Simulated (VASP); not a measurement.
Hg, 1 atom in the cell. Symmetry: R-3m, No. 166, trigonal system. Conventional cell: a = 3.495 Å, b = 3.495 Å, c = 6.702 Å, α = 90.00°, β = 90.00°, γ = 120.00°. Within 4.0 Å of Hg (site symmetry -3m) lie 12 Hg at 3.01 to 3.49 Å.  This cell differs from its parent crystal: equal xx and yy strain of +1 %.

```yaml
Program: VASP 6.6.1
Task: single point
Functional: LDA
Potentials_or_basis: VASP PAW LDA potentials, release 64 (Hg)
Cutoff: 520 eV
k_mesh: 12 × 12 × 12
Occupations: fermi-dirac, width 0.03 eV
Spin: no spin polarisation
Dipole_correction: no
Further_INCAR_settings: ALGO = Normal; EDIFF = 1e-06; NBANDS = 12
```

Potentials or basis: VASP PAW LDA potentials, release 64 (Hg).

Run with:

```bash
$ cat potpaw_LDA.64/Hg/POTCAR > POTCAR
$ mpirun -np 1 vasp_std > vasp.out
```

Hardware: 1 thread of Intel Xeon 8259CL, with other jobs on the host.

Task: Estimate the wall time of this run.

Result: Run time: 25 s on 1 thread of Intel Xeon 8259CL, with other jobs on the host, peak memory 0.17 GiB. Counts: scf iterations 10, k points 189.
